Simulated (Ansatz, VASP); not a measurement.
**One calculation of Si4O, two programs**

```
CELL_PARAMETERS angstrom
3.76915 0.00000 0.00000
0.00000 3.97113 0.00000
0.00000 0.00000 5.32321
ATOMIC_POSITIONS crystal
Si 0.50000 0.19859 0.00000
Si 0.50000 0.80141 0.00000
Si 0.00000 0.50000 0.69787
Si 0.00000 0.50000 0.30213
O 0.00000 0.00000 0.00000
```

Alike in both runs: task single point; functional PBE; k mesh 4 × 4 × 4; occupations gaussian, width 0.1 eV; collinear spin.

|  | VASP | Ansatz |
| --- | --- | --- |
| version | VASP 6.6.1 | Ansatz 0.2.0 |
| potentials or method | VASP PAW PBE potentials, release 64 (Si, O), cutoff 520 eV | scalar-relativistic, plane waves, PAW |
| valence electrons in the cell | 22 | 22 |

```csv
,VASP,Ansatz,Ansatz less VASP
gap on the k mesh at the Fermi level (eV),none,none,-
rms of the force components (eV/Å),12.375,12.460,+0.0855
net moment per atom (μB),0.00,0.00,0.000
```

Atom by atom the forces differ by 0.086 eV/Å (rms over components). A gap of «none» marks a metal or a gap that the smearing closes. With one functional, cell and mesh, what is left measures potentials, basis and numerics. Ansatz's warnings: seeded moment not kept.

The k mesh is coarse, so the values compare programs but aren't converged.
